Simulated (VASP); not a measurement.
# Rh (C2) in VASP: single point with PBE

Aim: the single point of Rh with PBE.

All numbers are computed with VASP 6.6.1; they aren't measurements. Logs are shortened: lines on timing, memory, paths and dates and some standing lists are left out, and cuts for length are marked.

## 1. The cell of the first run

Symmetry: C2, No. 5, monoclinic system. Conventional cell: a = 4.554 Å, b = 2.718 Å, c = 8.642 Å, α = 90.00°, β = 95.41°, γ = 90.00°. Rh (site symmetry 2) has 12 Rh at 2.39 to 2.80 Å within 3.2 Å. Rh (site symmetry 1) has 12 Rh at 2.39 to 2.80 Å within 3.2 Å. Rh (site symmetry 2) has 12 Rh at 2.65 to 2.80 Å within 3.5 Å.

## 2. Single point, PBE (strained and its atoms moved)

Contents of INCAR:

```
SYSTEM = Rh
PREC = Accurate
ENCUT = 520
EDIFF = 1E-6
ISMEAR = 0
SIGMA = 0.1
LREAL = .False.
LASPH = .True.
NELM = 100
ALGO = Normal
ISIF = 2
LWAVE = .False.
LCHARG = .False.
GGA = PE
NBANDS = 38
```

Contents of KPOINTS:

```
regular mesh
0
Gamma
  16 16 4
  0 0 0
```

Contents of POSCAR:

```
Rh
1.0
    2.6492688932      0.0398916553     -0.1076697849
   -1.2900872597      2.3142970965      0.1076604354
   -0.3519228052      0.2031474393      8.6326664116
Rh
4
Direct
    0.0604217024      0.0604217024      0.0000000000
    0.2807148448      0.6578550838      0.2363102244
    0.0010083690      0.0010083690      0.5000000000
    0.6578550838      0.2807148448      0.7636897756
```

Potentials or basis: VASP PAW PBE potentials, release 64 (Rh_pv).

Run with:

```
$ cat potpaw_PBE.64/Rh_pv/POTCAR > POTCAR
$ mpirun -np 1 vasp_std > vasp.out
```

OUTCAR:

```text
SYSTEM = Rh
   PREC = Accurate
   ENCUT = 520
   EDIFF = 1E-6
   ISMEAR = 0
   LREAL = .False.
   LASPH = .True.
   NELM = 100
   ISIF = 2
   GGA = PE

 ion  position               nearest neighbor table
   1  0.060  0.060  0.000-   4 2.39   2 2.39   2 2.54   4 2.54   4 2.80   2 2.80
   2  0.281  0.658  0.236-   1 2.39   1 2.54   3 2.68   3 2.77   1 2.80   3 2.80
   3  0.001  0.001  0.500-   4 2.68   2 2.68   2 2.77   4 2.77   2 2.80   4 2.80
   4  0.658  0.281  0.764-   1 2.39   1 2.54   3 2.68   3 2.77   1 2.80   3 2.80

  LATTYP: Found a base centered monoclinic cell.
 ALAT       =     4.5538790184
 B/A-ratio  =     0.5969368247
 C/A-ratio  =     1.8977721353
 COS(beta)  =    -0.0941990100

  Lattice vectors:

 A1 = (   1.2900872597,  -2.3142970965,  -0.1076604354)
 A2 = (   2.6492688932,   0.0398916553,  -0.1076697849)
 A3 = (  -0.3519228052,   0.2031474393,   8.6326664116)

Analysis of symmetry for initial positions (statically):
=====================================================================
 Subroutine PRICEL returns:
 Original cell was already a primitive cell.

 Routine SETGRP: Setting up the symmetry group for a
 base centered monoclinic supercell.

 Subroutine GETGRP returns: Found  2 space group operations
 (whereof  2 operations were pure point group operations)
 out of a pool of  4 trial point group operations.

The static configuration has the point symmetry C_2 .

Analysis of symmetry for dynamics (positions and initial velocities):
=====================================================================
 Subroutine PRICEL returns:
 Original cell was already a primitive cell.

 Routine SETGRP: Setting up the symmetry group for a
 base centered monoclinic supercell.

 Subroutine GETGRP returns: Found  2 space group operations
 (whereof  2 operations were pure point group operations)
 out of a pool of  4 trial point group operations.

The dynamic configuration has the point symmetry C_2 .

 Subroutine INISYM returns: Found  2 space group operations
 (whereof  2 operations are pure point group operations),
 and found     1 'primitive' translations

----------------------------------------------------------------------------------------

                                     Primitive cell

  volume of cell :      53.2539

  direct lattice vectors                    reciprocal lattice vectors
     2.649268893  0.039891655 -0.107669785     0.374745923  0.208416730  0.010372498
    -1.290087260  2.314297096  0.107660435    -0.006877321  0.428745329 -0.010369774
    -0.351922805  0.203147439  8.632666412     0.004759738 -0.002747555  0.116097758

  length of vectors
     2.651755983  2.651770533  8.642224709     0.428928466  0.428925853  0.116227766

  position of ions in fractional coordinates (direct lattice)
     0.060421702  0.060421702  0.000000000
     0.280714845  0.657855084  0.236310224
     0.001008369  0.001008369  0.500000000
     0.657855084  0.280714845  0.763689776

  ion indices of the primitive-cell ions
   primitive index   ion index
                 1           1
                 2           2
                 3           3
                 4           4

----------------------------------------------------------------------------------------

 KPOINTS: regular mesh

Automatic generation of k-mesh.
 Grid dimensions read from file:
 generate k-points for:   16   16    4

 Generating k-lattice:

  Cartesian coordinates                     Fractional coordinates (reciprocal lattice)
     0.023421620  0.013026046  0.000648281     0.062500000  0.000000000 -0.000000000
    -0.000429833  0.026796583 -0.000648111    -0.000000000  0.062500000 -0.000000000
     0.001189934 -0.000686889  0.029024440     0.000000000 -0.000000000  0.250000000

  Length of vectors
     0.026808029  0.026807866  0.029056942

  Shift w.r.t. Gamma in fractional coordinates (k-lattice)
     0.000000000  0.000000000  0.000000000

 Subroutine IBZKPT returns following result:
 ===========================================

 Found    282 irreducible k-points:

 Following reciprocal coordinates:
            Coordinates               Weight
  0.000000  0.000000  0.000000      1.000000
  0.062500 -0.000000  0.000000      4.000000
  0.125000 -0.000000  0.000000      4.000000
  0.187500 -0.000000 -0.000000      4.000000
  0.250000 -0.000000  0.000000      4.000000
  0.312500  0.000000 -0.000000      4.000000
[... 16 lines left out ...]
 -0.125000  0.062500  0.000000      4.000000
 -0.062500  0.062500  0.000000      2.000000
 [... further k-points ...]
   k-points           NKPTS =    282   k-points in BZ     NKDIM =    282   number of bands    NBANDS=     38
   number of dos      NEDOS =    301   number of ions     NIONS =      4
   total plane-waves  NPLWV =  25600
   dimension x,y,z NGX =    20 NGY =   20 NGZ =   64
   dimension x,y,z NGXF=    40 NGYF=   40 NGZF=  128
   ions per type =               4
   NGX,Y,Z   is equivalent  to a cutoff of  12.54, 12.54, 12.31 a.u.
   NGXF,Y,Z  is equivalent  to a cutoff of  25.08, 25.08, 24.62 a.u.
 SYSTEM =  Rh
   PREC   = accura    normal or accurate (medium, high low for compatibility)
   ISTART =      0    job   : 0-new  1-cont  2-samecut
   ICHARG =      2    charge: 1-file 2-atom 10-const
   ISPIN  =      1    spin polarized calculation?
   LNONCOLLINEAR =      F non collinear calculations
   LSORBIT =      F    spin-orbit coupling
   LASPH  =      T    aspherical Exc in radial PAW
   ENCUT  =  520.0 eV  38.22 Ry    6.18 a.u.   4.93  4.93 16.07*2*pi/ulx,y,z
   NELM   =    100;   NELMIN=  2; NELMDL= -5     # of ELM steps
   EDIFF  = 0.1E-05   stopping-criterion for ELM
   LREAL  =      F    real-space projection
   EDIFFG = 0.1E-04   stopping-criterion for IOM
   NSW    =      0    number of steps for IOM
   IBRION =     -1    ionic relax: 0-MD 1-quasi-New 2-CG
   NFREE  =      0    steps in history (QN), initial steepest desc. (CG)
   ISIF   =      2    stress and relaxation
   ISYM   =      2    0-nonsym 1-usesym 2-fastsym
   POTIM  = 0.5000    time-step for ionic-motion
   TEBEG  =    0.0;   TEEND  =   0.0 temperature during run
   PSTRESS=    0.0 pullay stress
   NELECT =      60.0000    total number of electrons
   NUPDOWN=      -1.0000    fix difference up-down
   EMIN   =  10.00;   EMAX   =-10.00  energy-range for DOS
   EFERMI =   0.00;   METHOD = LEGACY
   ISMEAR =     0;   SIGMA  =   0.10  broadening in eV -4-tet -1-fermi 0-gaus
   EFERMI_NEDOS =   21; number of points for ismear=-14 and -15
   IALGO  =     38    algorithm
   IMIX   =      4    mixing-type and parameters
     AMIX     =   0.40;   BMIX     =  1.00
     AMIX_MAG =   1.60;   BMIX_MAG =  1.00
  volume/ion in A,a.u.               =      13.31        89.84
  Fermi-wavevector in a.u.,A,eV,Ry     =   1.703497  3.219143 39.482784  2.901903
  Thomas-Fermi vector in A             =   2.783073
   LORBIT       =      0    0 simple, 1 ext, 2 COOP (PROOUT), +10 PAW based schemes
   GGA     = PE    functional components
   LHFCALC =     F    Hartree Fock is set to
   AEXX    =    0.0000 exact exchange contribution
   IVDW    =     0    specifies the selected vdW correction
   LEPSILON=     F    determine dielectric tensor
   LRPA    =     F    only Hartree local field effects (RPA)
 non-spin polarized calculation
 Gauss-broadening in eV      SIGMA  =   0.10
  energy-cutoff  :      520.00
  volume of cell :       53.25
 maximum number of plane-waves:      1458
   NGX =  9   NGY =  9   NGZ = 31

 number of electron      59.9999968 magnetization

 Free energy of the ion-electron system (eV)
  ---------------------------------------------------
  ext. energy  EPLUGINS =         0.00000000
  ---------------------------------------------------
  free energy    TOTEN  =       -28.02982540 eV

  energy without entropy =      -28.00097204  energy(sigma->0) =      -28.01539872

 E-fermi :  12.5254     XC(G=0): -14.2194

 val. band max:       12.5230379073   @ k =   0.2500   0.1875   0.5000
 cond. band min:      12.5257877882   @ k =   0.4375   0.1875   0.5000
 fundamental gap:      0.0027498809
 Fermi energy:        12.5253737439

 k-point     1 :       0.0000    0.0000    0.0000
  band No.  band energies     occupation
      1     -35.0826      2.00000
      2     -34.3830      2.00000
      3     -34.2160      2.00000
      4     -34.2027      2.00000
      5     -34.1111      2.00000
      6     -34.0082      2.00000
[... 30 lines left out ...]
     37      21.5340      0.00000
     38      27.0248      0.00000

 k-point     2 :       0.0625   -0.0000    0.0000
  band No.  band energies     occupation
      1     -35.0761      2.00000
      2     -34.3894      2.00000
      3     -34.2342      2.00000
      4     -34.1945      2.00000
      5     -34.1230      2.00000
      6     -34.0221      2.00000
[... 30 lines left out ...]
     37      21.5186      0.00000
     38      27.1968      0.00000

 k-point     3 :       0.1250   -0.0000    0.0000
  band No.  band energies     occupation
      1     -35.0584      2.00000
      2     -34.4118      2.00000
      3     -34.2733      2.00000
      4     -34.1931      2.00000
      5     -34.1492      2.00000
      6     -34.0654      2.00000
[... 30 lines left out ...]
     37      21.4776      0.00000
     38      27.6146      0.00000

 k-point     4 :       0.1875   -0.0000   -0.0000
  band No.  band energies     occupation
      1     -35.0339      2.00000
      2     -34.4595      2.00000
      3     -34.3286      2.00000
      4     -34.2136      2.00000
      5     -34.1835      2.00000
      6     -34.1215      2.00000
[... 30 lines left out ...]
     37      21.4286      0.00000
     38      27.7140      0.00000
[... 703 lines left out ...]
      4     -34.2125      2.00000
      5     -34.1523      2.00000
      6     -34.0935      2.00000
[... 30 lines left out ...]
     37      21.4976      0.00000
     38      27.8521      0.00000

 k-point    23 :      -0.1250    0.0625    0.0000
  band No.  band energies     occupation
      1     -35.0605      2.00000
      2     -34.4282      2.00000
      3     -34.2582      2.00000
      4     -34.2054      2.00000
      5     -34.1213      2.00000
      6     -34.0470      2.00000
[... 30 lines left out ...]
     37      21.5219      0.00000
     38      27.4934      0.00000

 k-point    24 :      -0.0625    0.0625    0.0000
  band No.  band energies     occupation
      1     -35.0742      2.00000
      2     -34.4027      2.00000
      3     -34.2254      2.00000
      4     -34.2084      2.00000
      5     -34.1120      2.00000
      6     -34.0180      2.00000
[... 30 lines left out ...]
     37      21.5337      0.00000
     38      27.1979      0.00000

 [... further k-points ...]
[... 5 lines left out ...]
  --------------------------------------------------------------------------------------
  -------------------------------------------------------------------------------------
  Total        7.7960092      4.7481570     10.9443139     -2.6396405     -2.6139186      4.5272923
  in kB      234.5478554    142.8512974    329.2665872    -79.4152480    -78.6413885    136.2064453
  external PRESSURE =     235.5552467 kB  Pullay stress =       0.0000000 kB

 VOLUME and BASIS-vectors are now :
 -----------------------------------------------------------------------------
  energy-cutoff  :      520.00
  volume of cell :       53.25
      direct lattice vectors                 reciprocal lattice vectors
     2.649268893  0.039891655 -0.107669785     0.374745923  0.208416730  0.010372498
    -1.290087260  2.314297096  0.107660435    -0.006877321  0.428745329 -0.010369774
    -0.351922805  0.203147439  8.632666412     0.004759738 -0.002747555  0.116097758

 POSITION                                       TOTAL-FORCE (eV/Angst)
 -----------------------------------------------------------------------------------
      0.08212      0.14224     -0.00000        -0.159518     -0.276296      0.000001
     -0.18816      1.58168      2.08059         1.187375     -0.254126      2.906226
     -0.17459      0.10395      4.31633        -0.214103     -0.370840      0.000001
      1.11193      0.83104      6.55207        -0.813754      0.901261     -2.906228
 -----------------------------------------------------------------------------------
    total drift:                                0.000140      0.000239      0.000005

  FREE ENERGIE OF THE ION-ELECTRON SYSTEM (eV)
  ---------------------------------------------------
  free  energy   TOTEN  =       -28.0298253953 eV

  energy  without entropy=      -28.0009720373  energy(sigma->0) =      -28.01539872
```

Run time: 4.1 min. Hardware: 1 thread of Intel Xeon 6975P-C (Granite Rapids), shared host; peak memory 0.46 GiB.

What came out:

```
Free energy            : -28.0298 eV
Pressure               : 23.6 GPa
Largest force          : 3.150 eV/Å
Band gap on the k mesh : zero (band 30 reaches 13.45 eV, above the bottom of band 31 at 11.37 eV)
```

Forces on the atoms (eV/Å):
```
Rh  -0.160 -0.276  0.000
Rh   1.187 -0.254  2.906
Rh  -0.214 -0.371  0.000
Rh  -0.814  0.901 -2.906
```

Caveat: the cell differs from its parent crystal (strained and its atoms moved); forces of over 1 eV/Å act on the atoms, so gaps and moduli don't describe the material at rest.
